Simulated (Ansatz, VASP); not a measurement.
# Two plane-wave programs on C

The input INCAR:

```
  ALGO = Normal
  EDIFF = 1E-8
  ENCUT = 520
  GGA = PE
  ISIF = 2
  ISMEAR = -1
  LASPH = True
  LCHARG = False
  LEFG = True
  LREAL = False
  LWAVE = False
  NBANDS = 8
  NELM = 60
  PREC = Accurate
  SIGMA = 0.03
```

File KPOINTS:

```
k-points
0
Gamma
  15 15 15
```

Contents of POSCAR:

```
C
1.0
    1.7755632054     -0.0177556320     -0.0177556320
   -0.0177556320      1.7755632054     -0.0177556320
   -0.0177556320     -0.0177556320      1.7755632054
C
1
Direct
    0.0000000000      0.0000000000      0.0000000000
```

Input for Ansatz:

```yaml
crystal:
  lattice:
    - [1.7755632054, -0.017755632, -0.017755632]
    - [-0.017755632, 1.7755632054, -0.017755632]
    - [-0.017755632, -0.017755632, 1.7755632054]
  atoms:
    - { symbol: C, position: [0.0, 0.0, 0.0] }
kpoints:
  mp_grid: { grid: [15, 15, 15] }
scf:
  occupations: { method: fermi_dirac, width: 0.03 }
hamiltonian:
  xc: pbe
  pseudopotentials: { kind: paw }
output:
  forces: true
  stress: true
  eigenvalues: true
  efg: { contact_densities: true }
```

Change from the starting cell: equal xy, yz and zx shear strains of -2 %, PAW files.

Alike in both runs: task electric field gradients; functional PBE; k mesh 15 × 15 × 15; occupations fermi-dirac, width 0.03 eV; no spin polarisation.

|  | VASP | Ansatz |
| --- | --- | --- |
| version | VASP 6.6.1 | Ansatz 0.2.0 |
| potentials or method | VASP PAW PBE potentials, release 64 (C) | PAW with Ansatz's default frozen-core files, scalar-relativistic |
| plane-wave cutoff (eV) | 520 | 420 |
| valence electrons in the cell | 4 | 4 |

```csv
,VASP,Ansatz,Ansatz less VASP
pressure (GPa),0.2,0.0,-0.17
"traceless stress, the component that is largest in VASP (GPa)",5.55,5.51,-0.045
size of Vzz on the site where it differs most (V/Å²),1.2,1.1,-0.17
```

With one functional, cell and mesh, what is left measures potentials, basis and numerics.
